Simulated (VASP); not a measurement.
AlN:

```
Al N
1.0
     3.10669    0.00000    0.00000
    -1.55335    2.69048    0.00000
     0.00000    0.00000    4.97859
Al N
2 2
Direct
  0.33333 0.66667 0.99920
  0.66667 0.33333 0.49920
  0.33333 0.66667 0.38080
  0.66667 0.33333 0.88080
```

Base run:

| Item | Value |
| --- | --- |
| Program | VASP 6.6.1 |
| Functional | r2SCAN |
| Potentials or basis | VASP PAW PBE potentials, release 64 (Al, N) |
| Cutoff | 520 eV |
| k mesh | 6 × 6 × 4 |
| Occupations | gaussian, width 0.01 eV |
| Spin | no spin polarisation |

Its results: band gap on the k mesh 4.92 eV, direct; pressure -0.4 GPa; largest force 0.004 eV/Å.

Task: The run is repeated on the same cell with these changes: functional from r2SCAN to PBE; further incar settings from ALGO = Normal; EDIFF = 1e-06; NBANDS = 16 to ALGO = Normal; EDIFF = 1e-07; NBANDS = 16. What comes out?

Result: Band gap on the k mesh 4.24 eV, direct; pressure 4.4 GPa; largest force 0.010 eV/Å.

Caveats: the PAW data sets were made with another functional, which shifts forces and pressure a little (some runs).

